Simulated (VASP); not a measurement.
# TaN (P-6m2) in VASP: further runs

The runs below take TaN through single point, with PBEsol.

All numbers are computed with VASP 6.6.1; they aren't measurements. Logs are shortened: lines on timing, memory, paths and dates and some standing lists are left out, and cuts for length are marked.

### 1 The cell of the first run

The structure is hexagonal, space group P-6m2 (No. 187). Conventional cell: a = 2.961 Å, b = 2.961 Å, c = 2.799 Å, α = 90.00°, β = 90.00°, γ = 120.00°. Ta (site symmetry -6m2) has 6 N at 2.21 Å and 2 Ta at 2.80 Å within 2.9 Å. Within 2.9 Å of N (site symmetry -6m2) lie 6 Ta at 2.21 Å and 2 N at 2.80 Å.

### 2 Single point, PBEsol

Input file INCAR:

```
PREC = Accurate ; ENCUT = 520
EDIFF = 1E-6 ; ISMEAR = 0
SIGMA = 0.15 ; LREAL = F
LASPH = T ; NELM = 60
ALGO = Normal ; ISIF = 2
LWAVE = F ; LCHARG = T
GGA = PS ; LELF = T
LVHAR = T ; NBANDS = 15
```

Input file KPOINTS:

```
Automatic mesh
0
Gamma
  18 18 16
```

Input file POSCAR:

```
TaN
1.0
    2.9606000000      0.0000000000      0.0000000000
   -1.4803000000      2.5639548105      0.0000000000
    0.0000000000      0.0000000000      2.7990000000
Ta N
1 1
Direct
    0.3333333333      0.6666666667      0.5000000000
    0.0000000000      0.0000000000      0.0000000000
```

Potentials or basis: VASP PAW PBE potentials, release 64 (Ta_pv, N).

Launch:

```bash
$ cat potpaw_PBE.64/Ta_pv/POTCAR potpaw_PBE.64/N/POTCAR > POTCAR
$ mpirun -np 1 vasp_std > vasp.out
```

OUTCAR:

```text
PREC = Accurate
   ENCUT = 520
   EDIFF = 1E-6
   ISMEAR = 0
   LREAL = F
   LASPH = T
   NELM = 60
   ISIF = 2
   GGA = PS

 ion  position               nearest neighbor table
   1  0.333  0.667  0.500-   2 2.21   2 2.21   2 2.21   2 2.21   2 2.21   2 2.21
   2  0.000  0.000  0.000-   1 2.21   1 2.21   1 2.21   1 2.21   1 2.21   1 2.21

  LATTYP: Found a hexagonal cell.
 ALAT       =     2.9606000000
 C/A-ratio  =     0.9454164696

  Lattice vectors:

 A1 = (   2.9606000000,   0.0000000000,   0.0000000000)
 A2 = (  -1.4803000000,   2.5639548105,   0.0000000000)
 A3 = (   0.0000000000,   0.0000000000,   2.7990000000)

Analysis of symmetry for initial positions (statically):
=====================================================================
 Subroutine PRICEL returns:
 Original cell was already a primitive cell.

 Routine SETGRP: Setting up the symmetry group for a
 hexagonal supercell.

 Subroutine GETGRP returns: Found 12 space group operations
 (whereof 12 operations were pure point group operations)
 out of a pool of 24 trial point group operations.

The static configuration has the point symmetry D_3h.

Analysis of symmetry for dynamics (positions and initial velocities):
=====================================================================
 Subroutine PRICEL returns:
 Original cell was already a primitive cell.

 Routine SETGRP: Setting up the symmetry group for a
 hexagonal supercell.

 Subroutine GETGRP returns: Found 12 space group operations
 (whereof 12 operations were pure point group operations)
 out of a pool of 24 trial point group operations.

The dynamic configuration has the point symmetry D_3h.

 Subroutine INISYM returns: Found 12 space group operations
 (whereof 12 operations are pure point group operations),
 and found     1 'primitive' translations

----------------------------------------------------------------------------------------

                                     Primitive cell

  volume of cell :      21.2468

  direct lattice vectors                    reciprocal lattice vectors
     2.960600000  0.000000000  0.000000000     0.337769371  0.195011237  0.000000000
    -1.480300000  2.563954810  0.000000000     0.000000000  0.390022475  0.000000000
     0.000000000  0.000000000  2.799000000     0.000000000  0.000000000  0.357270454

  length of vectors
     2.960600000  2.960600000  2.799000000     0.390022475  0.390022475  0.357270454

  position of ions in fractional coordinates (direct lattice)
     0.333333333  0.666666667  0.500000000
     0.000000000  0.000000000  0.000000000

  ion indices of the primitive-cell ions
   primitive index   ion index
                 1           1
                 2           2

----------------------------------------------------------------------------------------

 KPOINTS: Automatic mesh

Automatic generation of k-mesh.
 Grid dimensions read from file:
 generate k-points for:   18   18   16

 Generating k-lattice:

  Cartesian coordinates                     Fractional coordinates (reciprocal lattice)
     0.018764965  0.010833958  0.000000000     0.055555556 -0.000000000  0.000000000
     0.000000000  0.021667915  0.000000000     0.000000000  0.055555556  0.000000000
     0.000000000  0.000000000  0.022329403     0.000000000  0.000000000  0.062500000

  Length of vectors
     0.021667915  0.021667915  0.022329403

  Shift w.r.t. Gamma in fractional coordinates (k-lattice)
     0.000000000  0.000000000  0.000000000

 Subroutine IBZKPT returns following result:
 ===========================================

 Found    333 irreducible k-points:

 Following reciprocal coordinates:
            Coordinates               Weight
  0.000000  0.000000  0.000000      1.000000
  0.055556 -0.000000  0.000000      6.000000
  0.111111 -0.000000  0.000000      6.000000
  0.166667  0.000000  0.000000      6.000000
  0.222222  0.000000  0.000000      6.000000
  0.277778 -0.000000  0.000000      6.000000
[... 16 lines left out ...]
  0.333333  0.111111  0.000000     12.000000
  0.388889  0.111111  0.000000     12.000000
 [... further k-points ...]
   k-points           NKPTS =    333   k-points in BZ     NKDIM =    333   number of bands    NBANDS=     15
   number of dos      NEDOS =    301   number of ions     NIONS =      2
   total plane-waves  NPLWV =  13824
   dimension x,y,z NGX =    24 NGY =   24 NGZ =   24
   dimension x,y,z NGXF=    48 NGYF=   48 NGZF=   48
   ions per type =               1   1
   NGX,Y,Z   is equivalent  to a cutoff of  13.48, 13.48, 14.25 a.u.
   NGXF,Y,Z  is equivalent  to a cutoff of  26.95, 26.95, 28.51 a.u.
 SYSTEM =  unknown system
   PREC   = accura    normal or accurate (medium, high low for compatibility)
   ISTART =      0    job   : 0-new  1-cont  2-samecut
   ICHARG =      2    charge: 1-file 2-atom 10-const
   ISPIN  =      1    spin polarized calculation?
   LNONCOLLINEAR =      F non collinear calculations
   LSORBIT =      F    spin-orbit coupling
   LASPH  =      T    aspherical Exc in radial PAW
   ENCUT  =  520.0 eV  38.22 Ry    6.18 a.u.   5.50  5.50  5.20*2*pi/ulx,y,z
   NELM   =     60;   NELMIN=  2; NELMDL= -5     # of ELM steps
   EDIFF  = 0.1E-05   stopping-criterion for ELM
   LREAL  =      F    real-space projection
   EDIFFG = 0.1E-04   stopping-criterion for IOM
   NSW    =      0    number of steps for IOM
   IBRION =     -1    ionic relax: 0-MD 1-quasi-New 2-CG
   NFREE  =      0    steps in history (QN), initial steepest desc. (CG)
   ISIF   =      2    stress and relaxation
   ISYM   =      2    0-nonsym 1-usesym 2-fastsym
   POTIM  = 0.5000    time-step for ionic-motion
   TEBEG  =    0.0;   TEEND  =   0.0 temperature during run
   PSTRESS=    0.0 pullay stress
   NELECT =      16.0000    total number of electrons
   NUPDOWN=      -1.0000    fix difference up-down
   EMIN   =  10.00;   EMAX   =-10.00  energy-range for DOS
   EFERMI =   0.00;   METHOD = LEGACY
   ISMEAR =     0;   SIGMA  =   0.15  broadening in eV -4-tet -1-fermi 0-gaus
   EFERMI_NEDOS =   21; number of points for ismear=-14 and -15
   IALGO  =     38    algorithm
   IMIX   =      4    mixing-type and parameters
     AMIX     =   0.40;   BMIX     =  1.00
     AMIX_MAG =   1.60;   BMIX_MAG =  1.00
  volume/ion in A,a.u.               =      10.62        71.69
  Fermi-wavevector in a.u.,A,eV,Ry     =   1.489420  2.814596 30.182779  2.218372
  Thomas-Fermi vector in A             =   2.602331
   LORBIT       =      0    0 simple, 1 ext, 2 COOP (PROOUT), +10 PAW based schemes
   GGA     = PS    functional components
   LHFCALC =     F    Hartree Fock is set to
   AEXX    =    0.0000 exact exchange contribution
   IVDW    =     0    specifies the selected vdW correction
   LEPSILON=     F    determine dielectric tensor
   LRPA    =     F    only Hartree local field effects (RPA)
 non-spin polarized calculation
 Gauss-broadening in eV      SIGMA  =   0.15
  energy-cutoff  :      520.00
  volume of cell :       21.25
 maximum number of plane-waves:       599
 NGX is ok and might be reduce to    24
   NGX = 11   NGY = 11   NGZ = 11

 number of electron      16.0000003 magnetization

 Free energy of the ion-electron system (eV)
  ---------------------------------------------------
  ext. energy  EPLUGINS =         0.00000000
  ---------------------------------------------------
  free energy    TOTEN  =       -23.76315795 eV

  energy without entropy =      -23.76230069  energy(sigma->0) =      -23.76272932

 E-fermi :   8.2319     XC(G=0): -13.5762

 val. band max:        8.1904009195   @ k =   0.0000   0.0000   0.4375
 cond. band min:       8.2651451788   @ k =   0.0000   0.0000   0.3750
 fundamental gap:      0.0747442593
 Fermi energy:         8.2318546295

 k-point     1 :       0.0000    0.0000    0.0000
  band No.  band energies     occupation
      1     -26.3757      2.00000
      2     -26.2600      2.00000
      3     -26.2600      2.00000
      4      -9.6357      2.00000
      5       3.3300      2.00000
      6       3.3300      2.00000
      7       4.0265      2.00000
      8       5.5693      2.00000
      9      10.2799      0.00000
     10      12.1258      0.00000
     11      12.1258      0.00000
     12      12.4093      0.00000
     13      12.4093      0.00000
     14      21.4214      0.00000
     15      21.7959      0.00000

 k-point     2 :       0.0556   -0.0000    0.0000
  band No.  band energies     occupation
      1     -26.3717      2.00000
      2     -26.2928      2.00000
      3     -26.2669      2.00000
      4      -9.5700      2.00000
      5       3.1307      2.00000
      6       3.3809      2.00000
      7       4.1175      2.00000
      8       5.4760      2.00000
      9      10.5282      0.00000
     10      11.9803      0.00000
     11      12.1278      0.00000
     12      12.3782      0.00000
     13      12.4997      0.00000
     14      21.4010      0.00000
     15      21.7830      0.00000

 k-point     3 :       0.1111   -0.0000    0.0000
  band No.  band energies     occupation
      1     -26.3864      2.00000
      2     -26.3604      2.00000
      3     -26.2868      2.00000
      4      -9.3805      2.00000
      5       2.6501      2.00000
      6       3.5267      2.00000
      7       4.3369      2.00000
      8       5.2223      2.00000
      9      11.1803      0.00000
     10      11.6049      0.00000
     11      12.1424      0.00000
     12      12.2896      0.00000
     13      12.7366      0.00000
     14      21.3496      0.00000
     15      21.7590      0.00000

 k-point     4 :       0.1667    0.0000    0.0000
  band No.  band energies     occupation
      1     -26.5269      2.00000
      2     -26.3429      2.00000
      3     -26.3172      2.00000
      4      -9.0881      2.00000
      5       2.0494      2.00000
      6       3.7475      2.00000
      7       4.6261      2.00000
      8       4.8689      2.00000
      9      11.1204      0.00000
     10      12.0775      0.00000
     11      12.1574      0.00000
     12      12.1921      0.00000
     13      13.0407      0.00000
     14      21.3108      0.00000
     15      21.7430      0.00000
[... 307 lines left out ...]
 k-point    22 :       0.2778    0.1111    0.0000
  band No.  band energies     occupation
      1     -27.0216      2.00000
      2     -26.4901      2.00000
      3     -26.2710      2.00000
      4      -7.8343      2.00000
      5       0.4490      2.00000
      6       3.7383      2.00000
      7       4.0396      2.00000
      8       5.6079      2.00000
      9      10.2750      0.00000
     10      11.1731      0.00000
     11      12.9613      0.00000
     12      14.2706      0.00000
     13      15.1803      0.00000
     14      21.6068      0.00000
     15      21.9231      0.00000

 k-point    23 :       0.3333    0.1111    0.0000
  band No.  band energies     occupation
      1     -27.1303      2.00000
      2     -26.5285      2.00000
      3     -26.2543      2.00000
      4      -7.5267      2.00000
      5       0.1696      2.00000
      6       3.5214      2.00000
      7       3.9428      2.00000
      8       5.7567      2.00000
      9      10.6301      0.00000
     10      10.9743      0.00000
     11      12.9800      0.00000
     12      14.4339      0.00000
     13      16.0866      0.00000
     14      21.2808      0.00000
     15      21.7639      0.00000

 k-point    24 :       0.3889    0.1111    0.0000
  band No.  band energies     occupation
      1     -27.2002      2.00000
      2     -26.5534      2.00000
      3     -26.2434      2.00000
      4      -7.3205      2.00000
      5       0.0008      2.00000
      6       3.3860      2.00000
      7       3.8359      2.00000
      8       5.8322      2.00000
      9      10.8470      0.00000
     10      11.1523      0.00000
     11      12.7599      0.00000
     12      14.5224      0.00000
     13      16.9802      0.00000
     14      20.3659      0.00000
     15      21.7210      0.00000

 [... further k-points ...]
[... 5 lines left out ...]
  --------------------------------------------------------------------------------------
  -------------------------------------------------------------------------------------
  Total       -0.8037022     -0.8037022      2.5716436     -0.0000000     -0.0000000     -0.0000000
  in kB      -60.6055969    -60.6055969    193.9225692     -0.0000000     -0.0000000     -0.0000000
  external PRESSURE =      24.2371251 kB  Pullay stress =       0.0000000 kB

 VOLUME and BASIS-vectors are now :
 -----------------------------------------------------------------------------
  energy-cutoff  :      520.00
  volume of cell :       21.25
      direct lattice vectors                 reciprocal lattice vectors
     2.960600000  0.000000000  0.000000000     0.337769371  0.195011237  0.000000000
    -1.480300000  2.563954810  0.000000000     0.000000000  0.390022475  0.000000000
     0.000000000  0.000000000  2.799000000     0.000000000  0.000000000  0.357270454

 POSITION                                       TOTAL-FORCE (eV/Angst)
 -----------------------------------------------------------------------------------
     -0.00000      1.70930      1.39950        -0.000000      0.000000      0.000000
      0.00000      0.00000      0.00000         0.000000     -0.000000      0.000000
 -----------------------------------------------------------------------------------
    total drift:                                0.000000     -0.000000     -0.000000

  FREE ENERGIE OF THE ION-ELECTRON SYSTEM (eV)
  ---------------------------------------------------
  free  energy   TOTEN  =       -23.7631579468 eV

  energy  without entropy=      -23.7623006855  energy(sigma->0) =      -23.76272932
```

Run time: 30 s. Hardware: 1 thread of Intel Xeon 6975P-C (Granite Rapids), shared host; peak memory 0.23 GiB.

What came out:

| Property | Result |
| --- | --- |
| Free energy | -23.7632 eV |
| Pressure | 2.4 GPa |
| Band gap on the k mesh | zero (band 8 reaches 8.51 eV, above the bottom of band 9 at 8.19 eV) |

Stress tensor (GPa, compression positive):
```
-6.06  0.00  0.00
 0.00 -6.06  0.00
 0.00  0.00 19.39
```

Caveat: the PAW data sets were made with another functional, which shifts forces and pressure a little; spin-orbit coupling is left out, which moves the levels of the heavy elements.

[end of part 1 of 2]
